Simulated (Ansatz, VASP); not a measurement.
**Sb in VASP and in Ansatz**

```
Sb
1.0
     2.66692    0.00000    0.00000
    -1.33346    2.30962    0.00000
     0.00000    0.00000    4.16840
Sb
2
Direct
  0.33333 0.66667 0.25000
  0.66667 0.33333 0.75000
```

Change from the starting cell: volume scaled by 0.5, PAW files.

Alike in both runs: task single point; functional LDA; k mesh 14 × 14 × 8; occupations fermi-dirac, width 0.05 eV; no spin polarisation.

```csv
,VASP,Ansatz
version,VASP 6.6.1,Ansatz 0.2.0
potentials or method,"VASP PAW LDA potentials, release 64 (Sb_d_GW)","PAW with Ansatz's default frozen-core files, scalar-relativistic"
plane-wave cutoff (eV),500,420
valence electrons in the cell,30,30
```

|  | VASP | Ansatz | Ansatz less VASP |
| --- | --- | --- | --- |
| pressure (GPa) | 242.2 | 240.7 | -1.46 |
| traceless stress, the component that is largest in VASP (GPa) | -0.47 | -0.33 | +0.134 |

LDA's correlation is that of Perdew and Zunger in VASP and of Perdew and Wang (1992) in Ansatz. Both programs put the cell under a high pressure, so it lies far from rest at this level.

Spin-orbit coupling is off throughout. Noted on VASP's run: the cell as given lies far from equilibrium.
